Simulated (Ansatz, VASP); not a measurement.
Hf: VASP beside Ansatz

INCAR

```
PREC = Accurate
ENCUT = 520
EDIFF = 1E-6
ISMEAR = -1
SIGMA = 0.05
LREAL = F
LASPH = T
NELM = 60
ALGO = Fast
ISIF = 2
LWAVE = F
LCHARG = F
GGA = PS
NBANDS = 17
```

File KPOINTS:

```
regular mesh
0
Gamma
  6 6 3
```

Contents of POSCAR:

```
Hf
1.0
    3.1967000000      0.0000000000      0.0000000000
   -1.5983500000      2.7684234083      0.0000000000
    0.0000000000      0.0000000000      5.0578000000
Hf
2
Direct
    0.6666666667      0.3333333333      0.7500000000
    0.3333333333      0.6666666667      0.2500000000
```

The input input.yaml:

```yaml
crystal:
  lattice:
    - [3.1967, 0.0, 0.0]
    - [-1.59835, 2.7684234083, 0.0]
    - [0.0, 0.0, 5.0578]
  atoms:
    - { symbol: Hf, position: [0.6666666667, 0.3333333333, 0.75] }
    - { symbol: Hf, position: [0.3333333333, 0.6666666667, 0.25] }
hamiltonian:
  xc: pbesol
  pseudopotentials: { kind: paw }
kpoints:
  mp_grid: { grid: [6, 6, 3] }
  band_path:
    path:
      - [[0.0, 0.0, 0.0], [0.5, 0.0, 0.0], [0.3333333333, 0.3333333333, 0.0], [0.0, 0.0, 0.0], [0.0, 0.0, 0.5], [0.5, 0.0, 0.5], [0.3333333333, 0.3333333333, 0.5], [0.0, 0.0, 0.5]]
      - [[0.5, 0.0, 0.5], [0.5, 0.0, 0.0]]
      - [[0.3333333333, 0.3333333333, 0.0], [0.3333333333, 0.3333333333, 0.5]]
    npoints: 14
scf:
  occupations: { method: fermi_dirac, width: 0.05 }
  n_extra_bands: 6
output:
  forces: true
  stress: true
  eigenvalues: true
  fatbands: false
```

Alike in both runs: functional PBEsol; k mesh 6 × 6 × 3; occupations fermi-dirac, width 0.05 eV; no spin polarisation.

|  | VASP | Ansatz |
| --- | --- | --- |
| version | VASP 6.6.1 | Ansatz 0.2.0 |
| potentials or method | VASP PAW PBE potentials, release 64 (Hf_pv) | Ansatz PAW |
| plane-wave cutoff (eV) | 520 | 420 |
| valence electrons in the cell | 20 | 52 |
| task | single point | band structure |

Ansatz gave:

| Item | Value |
| --- | --- |
| gap on the k mesh at the Fermi level (eV) | none |
| pressure (GPa) | -3.1 |
| traceless stress, the component that is largest in VASP (GPa) | 0.28 |

Question: Estimate VASP's values.

Answer: gap on the k mesh at the Fermi level (eV): none; pressure (GPa): -3.5; traceless stress, the component that is largest in VASP (GPa): 0.23.

VASP's potentials were made for PBE, not for PBEsol. A gap of «none» marks a metal or a gap that the smearing closes. The functional is the same, so the differences come from potentials, cutoffs and numerics. VASP's potentials hold 20 valence electrons a cell and Ansatz's 52, so a difference there can come from the potentials and not from the codes.

The k mesh is coarse, so the values compare programs but aren't converged. Neither program's run includes spin-orbit coupling.
